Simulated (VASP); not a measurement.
# LiH (F-43m) in VASP: further runs

The runs below take LiH through single point, with PBEsol, HSE06.

All numbers are computed with VASP 6.6.1; they aren't measurements. Logs are shortened: lines on timing, memory, paths and dates and some standing lists are left out, and cuts for length are marked.

## (1) The cell of the first run

It takes space group F-43m (No. 216, cubic). The conventional cell has a = 4.290 Å, b = 4.290 Å, c = 4.290 Å, α = 90.00°, β = 90.00°, γ = 90.00°. Within 2.5 Å of Li (site symmetry -43m) lie 4 H at 1.86 Å. H (site symmetry -43m) has 4 Li at 1.86 Å within 2.5 Å.

## (2) Single point, PBEsol

Input file INCAR:

```
SYSTEM = LiH
PREC     = Accurate       ! precision mode
ENCUT    = 520            ! plane-wave cutoff, eV
EDIFF    = 1E-7           ! SCF threshold, eV
ISMEAR   = 0              ! smearing method
SIGMA    = 0.01           ! smearing width, eV
LREAL    = .FALSE.        ! projectors in reciprocal space
LASPH    = .TRUE.         ! aspherical terms in the spheres
NELM     = 80             ! most SCF steps
ALGO     = Normal         ! electronic algorithm
ISIF     = 2              ! what is computed and relaxed
LWAVE    = .FALSE.        ! write WAVECAR
LCHARG   = .FALSE.        ! write CHGCAR
GGA      = PS             ! functional
NBANDS   = 9              ! bands
```

Input file KPOINTS:

```
regular mesh
0
G
  8 8 8
  0 0 0
```

Input file POSCAR:

```
LiH
1.0
    0.0000000000      2.1451220099      2.1451220099
    2.1451220099      0.0000000000      2.1451220099
    2.1451220099      2.1451220099      0.0000000000
Li H
1 1
Direct
    0.0000000000      0.0000000000      0.0000000000
    0.2500000000      0.2500000000      0.2500000000
```

Potentials or basis: VASP PAW PBE potentials, release 64 (Li_sv, H).

Launch:

```console
$ cat potpaw_PBE.64/Li_sv/POTCAR potpaw_PBE.64/H/POTCAR > POTCAR
$ mpirun -np 1 vasp_std > vasp.out
```

OUTCAR:

```text
SYSTEM = LiH
   PREC = Accurate
   ENCUT = 520
   EDIFF = 1E-7
   ISMEAR = 0
   LREAL = .FALSE.
   LASPH = .TRUE.
   NELM = 80
   ISIF = 2
   GGA = PS

 ion  position               nearest neighbor table
   1  0.000  0.000  0.000-
   2  0.250  0.250  0.250-

  LATTYP: Found a face centered cubic cell.
 ALAT       =     4.2902440198

  Lattice vectors:

 A1 = (   0.0000000000,   2.1451220099,   2.1451220099)
 A2 = (   2.1451220099,   0.0000000000,   2.1451220099)
 A3 = (   2.1451220099,   2.1451220099,   0.0000000000)

Analysis of symmetry for initial positions (statically):
=====================================================================
 Subroutine PRICEL returns:
 Original cell was already a primitive cell.

 Routine SETGRP: Setting up the symmetry group for a
 face centered cubic supercell.

 Subroutine GETGRP returns: Found 24 space group operations
 (whereof 24 operations were pure point group operations)
 out of a pool of 48 trial point group operations.

The static configuration has the point symmetry T_d .

Analysis of symmetry for dynamics (positions and initial velocities):
=====================================================================
 Subroutine PRICEL returns:
 Original cell was already a primitive cell.

 Routine SETGRP: Setting up the symmetry group for a
 face centered cubic supercell.

 Subroutine GETGRP returns: Found 24 space group operations
 (whereof 24 operations were pure point group operations)
 out of a pool of 48 trial point group operations.

The dynamic configuration has the point symmetry T_d .

 Subroutine INISYM returns: Found 24 space group operations
 (whereof 24 operations are pure point group operations),
 and found     1 'primitive' translations

----------------------------------------------------------------------------------------

                                     Primitive cell

  volume of cell :      19.7418

  direct lattice vectors                    reciprocal lattice vectors
     0.000000000  2.145122010  2.145122010    -0.233086975  0.233086975  0.233086975
     2.145122010  0.000000000  2.145122010     0.233086975 -0.233086975  0.233086975
     2.145122010  2.145122010  0.000000000     0.233086975  0.233086975 -0.233086975

  length of vectors
     3.033660639  3.033660639  3.033660639     0.403718483  0.403718483  0.403718483

  position of ions in fractional coordinates (direct lattice)
[... 82 lines left out ...]
   NSW    =      0    number of steps for IOM
   IBRION =     -1    ionic relax: 0-MD 1-quasi-New 2-CG
   NFREE  =      0    steps in history (QN), initial steepest desc. (CG)
   ISIF   =      2    stress and relaxation
   ISYM   =      2    0-nonsym 1-usesym 2-fastsym
   POTIM  = 0.5000    time-step for ionic-motion
   TEBEG  =    0.0;   TEEND  =   0.0 temperature during run
   PSTRESS=    0.0 pullay stress
   NELECT =       4.0000    total number of electrons
   NUPDOWN=      -1.0000    fix difference up-down
   EMIN   =  10.00;   EMAX   =-10.00  energy-range for DOS
   EFERMI =   0.00;   METHOD = LEGACY
   ISMEAR =     0;   SIGMA  =   0.01  broadening in eV -4-tet -1-fermi 0-gaus
   EFERMI_NEDOS =   21; number of points for ismear=-14 and -15
   IALGO  =     38    algorithm
   IMIX   =      4    mixing-type and parameters
     AMIX     =   0.40;   BMIX     =  1.00
     AMIX_MAG =   1.60;   BMIX_MAG =  1.00
  volume/ion in A,a.u.               =       9.87        66.61
  Fermi-wavevector in a.u.,A,eV,Ry     =   0.961537  1.817042 12.579322  0.924554
  Thomas-Fermi vector in A             =   2.090918
   LORBIT       =      0    0 simple, 1 ext, 2 COOP (PROOUT), +10 PAW based schemes
   GGA     = PS    functional components
   LHFCALC =     F    Hartree Fock is set to
   AEXX    =    0.0000 exact exchange contribution
   IVDW    =     0    specifies the selected vdW correction
   LEPSILON=     F    determine dielectric tensor
   LRPA    =     F    only Hartree local field effects (RPA)
 non-spin polarized calculation
 Gauss-broadening in eV      SIGMA  =   0.01
  energy-cutoff  :      520.00
  volume of cell :       19.74
 maximum number of plane-waves:       544
   NGX = 11   NGY = 11   NGZ = 11

 number of electron       3.9999993 magnetization

 Free energy of the ion-electron system (eV)
  ---------------------------------------------------
  ext. energy  EPLUGINS =         0.00000000
  ---------------------------------------------------
  free energy    TOTEN  =        -5.98428142 eV

  energy without entropy =       -5.98428142  energy(sigma->0) =       -5.98428142

 E-fermi :  -1.4093     XC(G=0):  -7.8279

 val. band max:       -1.6055502516   @ k =  -0.2500   0.5000   0.2500
 cond. band min:       2.3748076683   @ k =   0.5000   0.0000   0.0000
 fundamental gap:      3.9803579199
 Fermi energy:        -1.4093364341

 k-point     1 :       0.0000    0.0000    0.0000
  band No.  band energies     occupation
      1     -44.3822      2.00000
      2      -5.4112      2.00000
      3      11.3702      0.00000
      4      15.4810      0.00000
      5      15.4810      0.00000
      6      15.4811      0.00000
      7      18.0598      0.00000
      8      18.0598      0.00000
      9      18.0598      0.00000
[... 265 lines left out ...]
 k-point    24 :      -0.3750    0.2500    0.1250
  band No.  band energies     occupation
      1     -44.3539      2.00000
      2      -2.2158      2.00000
      3       2.8819      0.00000
      4       8.8425      0.00000
      5      10.6954      0.00000
      6      14.8059      0.00000
      7      18.3191      0.00000
      8      21.5583      0.00000
      9      23.7586      0.00000

 [... further k-points ...]

------------------------ aborting loop because EDIFF is reached ----------------------------------------

  FORCE on cell =-STRESS in cart. coord.  units (eV):
  Direction    XX          YY          ZZ          XY          YZ          ZX
  --------------------------------------------------------------------------------------
  -------------------------------------------------------------------------------------
  Total       -0.0873143     -0.0873143     -0.0873143      0.0000000      0.0000000      0.0000000
  in kB       -7.0861446     -7.0861446     -7.0861446      0.0000000      0.0000000      0.0000000
  external PRESSURE =      -7.0861446 kB  Pullay stress =       0.0000000 kB

 VOLUME and BASIS-vectors are now :
 -----------------------------------------------------------------------------
  energy-cutoff  :      520.00
  volume of cell :       19.74
      direct lattice vectors                 reciprocal lattice vectors
     0.000000000  2.145122010  2.145122010    -0.233086975  0.233086975  0.233086975
     2.145122010  0.000000000  2.145122010     0.233086975 -0.233086975  0.233086975
     2.145122010  2.145122010  0.000000000     0.233086975  0.233086975 -0.233086975

 POSITION                                       TOTAL-FORCE (eV/Angst)
 -----------------------------------------------------------------------------------
      0.00000      0.00000      0.00000         0.000000      0.000000      0.000000
      1.07256      1.07256      1.07256        -0.000000     -0.000000     -0.000000
 -----------------------------------------------------------------------------------
    total drift:                                0.000000      0.000000      0.000000

  FREE ENERGIE OF THE ION-ELECTRON SYSTEM (eV)
  ---------------------------------------------------
  free  energy   TOTEN  =        -5.9842814182 eV

  energy  without entropy=       -5.9842814182  energy(sigma->0) =       -5.98428142
```

OSZICAR:

```text
N       E                     dE             d eps       ncg     rms          rms(c)
DAV:   1    -0.220661381573E+01   -0.22066E+01   -0.13459E+03   522   0.379E+02
DAV:   2    -0.622075769538E+01   -0.40141E+01   -0.39897E+01   718   0.489E+01
DAV:   3    -0.630332340927E+01   -0.82566E-01   -0.82511E-01   627   0.614E+00
DAV:   4    -0.630452037438E+01   -0.11970E-02   -0.11969E-02   713   0.567E-01
DAV:   5    -0.630453406546E+01   -0.13691E-04   -0.13691E-04   635   0.427E-02    0.310E+00
DAV:   6    -0.605359078732E+01    0.25094E+00   -0.24659E-01   549   0.135E+00    0.150E+00
DAV:   7    -0.598113487690E+01    0.72456E-01   -0.26174E-01   577   0.157E+00    0.266E-01
DAV:   8    -0.598430023875E+01   -0.31654E-02   -0.72421E-03   586   0.482E-01    0.375E-02
DAV:   9    -0.598428196116E+01    0.18278E-04   -0.13819E-04   715   0.590E-02    0.914E-03
DAV:  10    -0.598428146293E+01    0.49823E-06   -0.53786E-06   616   0.146E-02    0.418E-03
DAV:  11    -0.598428138892E+01    0.74010E-07   -0.11299E-06   626   0.385E-03    0.741E-04
DAV:  12    -0.598428141821E+01   -0.29284E-07   -0.26139E-08   390   0.126E-03
   1 F= -.59842814E+01 E0= -.59842814E+01  d E =-.414505-171
```

Run time: 8 s. Hardware: 1 thread of Intel Xeon Platinum 8259CL at 2.50GHz (Skylake/Cascade Lake), shared host; peak memory 0.13 GiB.

What came out:

```
Free energy            : -5.9843 eV
Band gap on the k mesh : 3.98 eV (least direct gap 5.09 eV)
```

Levels at points of the mesh, in eV from the valence-band top:
```csv
k point,band 1,band 2,band 3,band 4,band 5,band 6
"(0.00, 0.00, 0.00)",-42.78,-3.81,12.98,17.09,17.09,17.09
"(0.50, 0.00, 0.00)",-42.75,-1.11,3.98,14.89,14.89,15.90
"(0.50, 0.50, 0.00)",-42.74,-0.38,6.96,9.72,10.54,10.54
```

Caveat: the cutoff is under 1.25 times the usual one of these potentials, so pressure, stress and relaxed cells hold a basis-set (Pulay) error; the PAW data sets were made with another functional, which shifts forces and pressure a little.

## (3) Single point, HSE06

POSCAR is that of step 2.

Input file INCAR.step1:

```
SYSTEM = LiH
ALGO = Normal ; EDIFF = 1E-5
ENCUT = 520 ; GGA = PE
ISIF = 2 ; ISMEAR = 0
LASPH = .True. ; LCHARG = .False.
LREAL = .False. ; LWAVE = .True.
NBANDS = 9 ; NELM = 80
PREC = Accurate ; SIGMA = 0.01
```

Input file INCAR.step2:

```
SYSTEM = LiH
ALGO = Normal ; EDIFF = 1E-6
ENCUT = 520 ; GGA = PE
HFSCREEN = 0.2079 ; ISIF = 2
ISMEAR = 0 ; ISTART = 1
LASPH = .True. ; LCHARG = .False.
LHFCALC = .True. ; LREAL = .False.
LWAVE = .False. ; NBANDS = 9
NELM = 80 ; PREC = Accurate
PRECFOCK = Normal ; SIGMA = 0.01
```

Input file KPOINTS:

```
k-points
0
Gamma
  4 4 4
  0 0 0
```

Potentials or basis: VASP PAW PBE potentials, release 64 (Li_sv, H).

Launch:

```console
$ cat potpaw_PBE.64/Li_sv/POTCAR potpaw_PBE.64/H/POTCAR > POTCAR
$ cp INCAR.step1 INCAR
$ mpirun -np 1 vasp_std > vasp.out
$ cp INCAR.step2 INCAR
$ mpirun -np 1 vasp_std > vasp.out
```

OUTCAR:

```text
SYSTEM = LiH
   EDIFF = 1E-6
   ENCUT = 520
   GGA = PE
   HFSCREEN = 0.2079
   ISIF = 2
   ISMEAR = 0
   ISTART = 1
   LASPH = .True.
   LHFCALC = .True.
   LREAL = .False.
   NELM = 80
   PREC = Accurate
   PRECFOCK = Normal

 ion  position               nearest neighbor table
   1  0.000  0.000  0.000-
   2  0.250  0.250  0.250-

  LATTYP: Found a face centered cubic cell.
 ALAT       =     4.2902440198

  Lattice vectors:
[... 271 lines left out ...]
      8      20.5791      0.00000
      9      26.0728      0.00000

------------------------ aborting loop because EDIFF is reached ----------------------------------------

  FORCE on cell =-STRESS in cart. coord.  units (eV):
  Direction    XX          YY          ZZ          XY          YZ          ZX
  --------------------------------------------------------------------------------------
  -------------------------------------------------------------------------------------
  Total       -0.0699982     -0.0699982     -0.0699982     -0.0000000     -0.0000000     -0.0000000
  in kB       -5.6808242     -5.6808242     -5.6808242     -0.0000000     -0.0000000     -0.0000000
  external PRESSURE =      -5.6808242 kB  Pullay stress =       0.0000000 kB

 VOLUME and BASIS-vectors are now :
 -----------------------------------------------------------------------------
  energy-cutoff  :      520.00
  volume of cell :       19.74
      direct lattice vectors                 reciprocal lattice vectors
     0.000000000  2.145122010  2.145122010    -0.233086975  0.233086975  0.233086975
     2.145122010  0.000000000  2.145122010     0.233086975 -0.233086975  0.233086975
     2.145122010  2.145122010  0.000000000     0.233086975  0.233086975 -0.233086975

 POSITION                                       TOTAL-FORCE (eV/Angst)
 -----------------------------------------------------------------------------------
      0.00000      0.00000      0.00000        -0.000000     -0.000000     -0.000000
      1.07256      1.07256      1.07256         0.000000      0.000000      0.000000
 -----------------------------------------------------------------------------------
    total drift:                                0.000001      0.000000      0.000000

  FREE ENERGIE OF THE ION-ELECTRON SYSTEM (eV)
  ---------------------------------------------------
  free  energy   TOTEN  =        -6.6867112938 eV

  energy  without entropy=       -6.6867112938  energy(sigma->0) =       -6.68671129
```

Wall time 27 s (1 thread of Intel Xeon Platinum 8259CL at 2.50GHz (Skylake/Cascade Lake), shared host); peak memory 0.23 GiB.

What came out:

```
Free energy            : -6.6867 eV
Band gap on the k mesh : 5.25 eV (least direct gap 6.42 eV)
```

Levels at points of the mesh, in eV from the valence-band top:
```
           k point  band 1  band 2  band 3  band 4  band 5
(0.00, 0.00, 0.00)  -46.26   -4.15   14.65   18.86   18.86
(0.50, 0.00, 0.00)  -46.23   -1.18    5.25   16.61   16.61
(0.50, 0.50, 0.00)  -46.22   -0.37    8.32   11.25   12.13
```

Caveat: the k points lie up to 0.63 Å⁻¹ apart; the cutoff is under 1.25 times the usual one of these potentials, so pressure, stress and relaxed cells hold a basis-set (Pulay) error; the PAW data sets were made with another functional, which shifts forces and pressure a little. A k mesh can miss the band edges.
